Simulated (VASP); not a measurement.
Here is a VASP 6.6.1 calculation.

Contents of INCAR:

```
SYSTEM = Bi
  PREC = Accurate
  ENCUT = 520
  EDIFF = 1E-6
  ISMEAR = -1
  SIGMA = 0.05
  LREAL = .FALSE.
  LASPH = .TRUE.
  NELM = 60
  ALGO = Normal
  ISIF = 2
  LWAVE = .FALSE.
  LCHARG = .TRUE.
  GGA = PE
  LELF = .TRUE.
  LVHAR = .TRUE.
  NBANDS = 22
```

KPOINTS

```
regular mesh
0
G
  8 8 8
  0 0 0
```

Contents of POSCAR:

```
Bi
1.0
    2.2675000000      1.3091417354      3.9380000000
   -2.2675000000      1.3091417354      3.9380000000
    0.0000000000     -2.6182834708      3.9380000000
Bi
2
Direct
    0.2574000000      0.2574000000      0.2074000000
    0.7426000000      0.7426000000      0.7926000000
```

Potentials or basis: VASP PAW PBE potentials, release 64 (Bi_d).

Launch:

```sh
$ cat potpaw_PBE.64/Bi_d/POTCAR > POTCAR
$ mpirun -np 1 vasp_std > vasp.out
```

(1) Estimate the pressure.

(2) Predict the largest force.

(3) Estimate the band gap on the k mesh.

Results:

(1) 1.6 GPa.

(2) 0.184 eV/Å.

(3) zero (bands 15 and 16 overlap by 0.36 eV).

Caveat: the cell differs from its parent crystal (shortest bond scaled by 1.1); spin-orbit coupling is left out, which moves the levels of the heavy elements.
